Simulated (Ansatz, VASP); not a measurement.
**One calculation of GaN, two programs**

```xyz
2
Lattice="0.0000 2.2491 2.2491 2.2491 0.0000 2.2491 2.2491 2.2491 0.0000" Properties=species:S:1:pos:R:3 pbc="T T T"
Ga    0.0000    0.0000    0.0000
N     1.1245    1.1245    1.1245
```

Alike in both runs: functional PBEsol; k mesh 10 × 10 × 10; occupations gaussian, width 0.02 eV; no spin polarisation.

Ansatz relaxed the structure, and its values are those at the end. VASP's run is a single point on that final structure, the one shown.

```csv
,VASP,Ansatz
version,VASP 6.6.1,Ansatz 0.2.0
potentials or method,"VASP PAW PBE potentials, release 64 (Ga_d, N), cutoff 600 eV","scalar-relativistic, plane waves, PAW"
valence electrons in the cell,18,18
```

Ansatz gave:

```
gap on the k mesh at the Fermi level (eV) : 1.70
least direct gap on the mesh (eV)         : 1.70
pressure (GPa)                            : 0.0
```

Q: Which values does VASP return?

A: gap on the k mesh at the Fermi level (eV): 1.72; least direct gap on the mesh (eV): 1.72; pressure (GPa): -0.4.

VASP's potentials were made for PBE, not for PBEsol.
